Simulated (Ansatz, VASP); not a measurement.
**Ga2P3 in VASP and in Ansatz**

```
CELL_PARAMETERS angstrom
2.61431 1.50938 8.81361
-2.61431 1.50938 8.81361
0.00000 -3.01875 8.81361
ATOMIC_POSITIONS crystal
Ga 0.34533 0.34533 0.34533
Ga 0.15467 0.15467 0.15467
Ga 0.84533 0.84533 0.84533
Ga 0.65467 0.65467 0.65467
P 0.75000 0.50204 0.99796
P 0.99796 0.75000 0.50204
P 0.50204 0.99796 0.75000
P 0.49796 0.00204 0.25000
P 0.00204 0.25000 0.49796
P 0.25000 0.49796 0.00204
```

Change from the starting cell: species swapped into the Ag2Br3 type (R-3c, No. 167).

Alike in both runs: functional PBE; k mesh 6 × 6 × 6; occupations gaussian, width 0.1 eV; no spin polarisation.

Ansatz relaxed the structure, and its values are those at the end. VASP's run is a single point on that final structure, the one shown.

|  | VASP | Ansatz |
| --- | --- | --- |
| version | VASP 6.6.1 | Ansatz 0.2.0 |
| potentials or method | VASP PAW PBE potentials, release 64 (Ga_d, P), cutoff 520 eV | scalar-relativistic, plane waves, PAW |
| valence electrons in the cell | 82 | 82 |

|  | VASP | Ansatz | Ansatz less VASP |
| --- | --- | --- | --- |
| gap on the k mesh at the Fermi level (eV) | none | none | - |
| pressure (GPa) | -0.1 | 0.0 | +0.11 |
| rms of the force components (eV/Å) | 0.034 | 0.000 | -0.0337 |

A gap of «none» marks a metal or a gap that the smearing closes.
